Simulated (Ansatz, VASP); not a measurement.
**LiCl: VASP beside Ansatz**

The input POSCAR:

```
LiCl
1.0
    0.0000000000      2.5647700000      2.5647700000
    2.5647700000      0.0000000000      2.5647700000
    2.5647700000      2.5647700000      0.0000000000
Cl Li
1 1
Direct
    0.5000000000      0.5000000000      0.5000000000
    0.0000000000      0.0000000000      0.0000000000
```

File INCAR.step1:

```
SYSTEM = LiCl
ALGO     = Normal         ! electronic algorithm
EDIFF    = 1E-5           ! SCF threshold, eV
ENCUT    = 520            ! plane-wave cutoff, eV
GGA      = PE             ! functional
ISIF     = 2              ! what is computed and relaxed
ISMEAR   = -1             ! smearing method
LASPH    = .TRUE.         ! aspherical terms in the spheres
LCHARG   = .FALSE.        ! write CHGCAR
LREAL    = .FALSE.        ! projectors in reciprocal space
LWAVE    = .TRUE.         ! write WAVECAR
NBANDS   = 12             ! bands
NELM     = 60             ! most SCF steps
PREC     = Accurate       ! precision mode
SIGMA    = 0.05           ! smearing width, eV
```

File INCAR.step2:

```
SYSTEM = LiCl
AEXX     = 0.25           ! exact-exchange fraction
ALGO     = Normal         ! electronic algorithm
EDIFF    = 1E-6           ! SCF threshold, eV
ENCUT    = 520            ! plane-wave cutoff, eV
ISIF     = 2              ! what is computed and relaxed
ISMEAR   = -1             ! smearing method
ISTART   = 1            
LASPH    = .TRUE.         ! aspherical terms in the spheres
LCHARG   = .FALSE.        ! write CHGCAR
LHFCALC  = .TRUE.         ! exact exchange
LMIXTAU  = .TRUE.       
LREAL    = .FALSE.        ! projectors in reciprocal space
LWAVE    = .FALSE.        ! write WAVECAR
METAGGA  = R2SCAN         ! meta-GGA
NBANDS   = 12             ! bands
NELM     = 60             ! most SCF steps
PREC     = Accurate       ! precision mode
PRECFOCK = Normal       
SIGMA    = 0.05           ! smearing width, eV
```

Contents of KPOINTS:

```
k-points
0
G
  5 5 5
  0 0 0
```

The input input.yaml:

```yaml
crystal:
  lattice:
    - [0.0, 2.56477, 2.56477]
    - [2.56477, 0.0, 2.56477]
    - [2.56477, 2.56477, 0.0]
  atoms:
    - { symbol: Cl, position: [0.5, 0.5, 0.5] }
    - { symbol: Li, position: [0.0, 0.0, 0.0] }
hamiltonian:
  xc: r2scan0
  pseudopotentials: { kind: paw }
kpoints:
  mp_grid: { grid: [5, 5, 5] }
  band_path:
    path:
      - [[0.0, 0.0, 0.0], [0.5, 0.0, 0.5], [0.5, 0.25, 0.75], [0.375, 0.375, 0.75], [0.0, 0.0, 0.0], [0.5, 0.5, 0.5], [0.625, 0.25, 0.625], [0.5, 0.25, 0.75], [0.5, 0.5, 0.5], [0.375, 0.375, 0.75]]
      - [[0.625, 0.25, 0.625], [0.5, 0.0, 0.5]]
    npoints: 4
scf:
  occupations: { method: fermi_dirac, width: 0.05 }
  n_extra_bands: 6
output:
  forces: true
  stress: true
  eigenvalues: true
  fatbands: false
  write_density: true
  write_potential: true
  elf: true
  volumetric_format: npy
```

Alike in both runs: functional r2SCAN0; k mesh 5 × 5 × 5; occupations fermi-dirac, width 0.05 eV; no spin polarisation.

|  | VASP | Ansatz |
| --- | --- | --- |
| version | VASP 6.6.1 | Ansatz 0.2.0 |
| potentials or method | VASP PAW PBE potentials, release 64 (Cl, Li_sv) | Ansatz PAW |
| plane-wave cutoff (eV) | 520 | 500 |
| valence electrons in the cell | 10 | 10 |
| task | single point | band structure |

|  | VASP | Ansatz | Ansatz less VASP |
| --- | --- | --- | --- |
| gap on the k mesh at the Fermi level (eV) | 9.04 | 8.98 | -0.054 |
| least direct gap on the mesh (eV) | 9.04 | 8.98 | -0.054 |

VASP's potentials were made for PBE, not for r2SCAN0. With one functional, cell and mesh, what is left measures potentials, basis and numerics.

The k mesh is coarse, so the values compare programs but aren't converged. Noted on VASP's run: the cutoff is short for stress, so the pressure is rough.
